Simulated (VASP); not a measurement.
Wanted: the native input for a VASP 6.6.1 run.

* Task: single point
* Functional: PBE
* Dispersion: D3(BJ)
* Potentials or basis: VASP PAW PBE potentials, release 64 (Te)
* Cutoff: 520 eV
* k mesh: 12 × 12 × 8
* Occupations: gaussian, width 0.1 eV
* Spin: no spin polarisation
* Dipole correction: no
* Further INCAR settings: ALGO = Normal; EDIFF = 1e-07; NBANDS = 16

The structure of Te lies in POSCAR:

```
Te
1.0
    4.4453664512      0.0000000000      0.0000000000
   -2.2226832256      3.8498002759      0.0000000000
    0.0000000000      0.0000000000      5.9678085959
Te
3
Direct
    0.2740546255      0.0000000000      0.1666666667
    0.0000000000      0.2740546255      0.8333333333
    0.7259453745      0.7259453745      0.5000000000
```

The input as run:

INCAR

```
SYSTEM = Te
ALGO = Normal ; EDIFF = 1E-7
ENCUT = 520 ; GGA = PE
ISIF = 2 ; ISMEAR = 0
IVDW = 12 ; LASPH = .True.
LCHARG = .False. ; LREAL = .False.
LWAVE = .False. ; NBANDS = 16
NELM = 80 ; PREC = Accurate
SIGMA = 0.1
```

KPOINTS

```
k-points
0
Gamma
  12 12 8
  0 0 0
```

Potentials or basis: VASP PAW PBE potentials, release 64 (Te).

The run is started by

```bash
$ cat potpaw_PBE.64/Te/POTCAR > POTCAR
$ mpirun -np 1 vasp_std > vasp.out
```

Results of the run:

| Quantity | Value |
| --- | --- |
| Pressure | -1.5 GPa |
| Largest force | 0.012 eV/Å |
| Band gap on the k mesh | 0.13 eV |
| Dispersion energy per atom | -0.429 eV |

Caveat: spin-orbit coupling is left out, which moves the levels of the heavy elements.

Wall time 2 min on 1 thread of Intel(R) Xeon(R) 6975P-C (Granite Rapids), on a shared host, peak memory 0.34 GiB.
